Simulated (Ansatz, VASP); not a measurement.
This is a calculation of Hf for Ansatz 0.2.0.

The input input.yaml:

```yaml
crystal:
  lattice:
    - [3.1752449911, 0.0, 0.0]
    - [-1.5876224956, 2.7498428256, 0.0]
    - [0.0, 0.0, 5.0238540107]
  atoms:
    - { symbol: Hf, position: [0.6666666667, 0.3333333333, 0.75] }
    - { symbol: Hf, position: [0.3333333333, 0.6666666667, 0.25] }
hamiltonian:
  xc: pbe
  pseudopotentials: { kind: paw }
kpoints:
  mp_grid: { grid: [10, 10, 5] }
scf:
  occupations: { method: fermi_dirac, width: 0.05 }
output:
  forces: true
  stress: true
  eigenvalues: true
```

Potentials or basis: Ansatz PAW.

Command:

```console
$ ansatz run input.yaml --threads 2 --pin off --max-ram 5632MiB --backend cpu --events-out ev --progress --plain --runs-dir out
```

Q: Translate it to VASP 6.6.1. Potentials there: VASP PAW PBE potentials, release 64 (Hf_pv).

A: As run (the cutoff follows the program's own potentials):

File INCAR:

```
PREC = Accurate
ENCUT = 520
EDIFF = 1E-6
ISMEAR = -1
SIGMA = 0.05
LREAL = False
LASPH = True
NELM = 100
ALGO = Fast
ISIF = 2
LWAVE = False
LCHARG = False
GGA = PE
NBANDS = 17
```

Contents of KPOINTS:

```
regular mesh
0
Gamma
  10 10 5
```

POSCAR

```
Hf
1.0
    3.1752449911      0.0000000000      0.0000000000
   -1.5876224956      2.7498428256      0.0000000000
    0.0000000000      0.0000000000      5.0238540107
Hf
2
Direct
    0.6666666667      0.3333333333      0.7500000000
    0.3333333333      0.6666666667      0.2500000000
```

Potentials or basis: VASP PAW PBE potentials, release 64 (Hf_pv).

Launch:

```console
$ cat potpaw_PBE.64/Hf_pv/POTCAR > POTCAR
$ mpirun -np 1 vasp_std > vasp.out
```

Both were run:

|  | VASP | Ansatz | Ansatz less VASP |
| --- | --- | --- | --- |
| gap on the k mesh at the Fermi level (eV) | none | none | - |
| pressure (GPa) | 2.4 | 2.9 | +0.43 |
| traceless stress, the component that is largest in VASP (GPa) | -0.22 | -0.15 | +0.068 |

A gap of «none» marks a metal or a gap that the smearing closes. VASP's potentials hold 20 valence electrons a cell and Ansatz's 52, so a difference there can come from the potentials and not from the codes.

Spin-orbit coupling is off throughout.
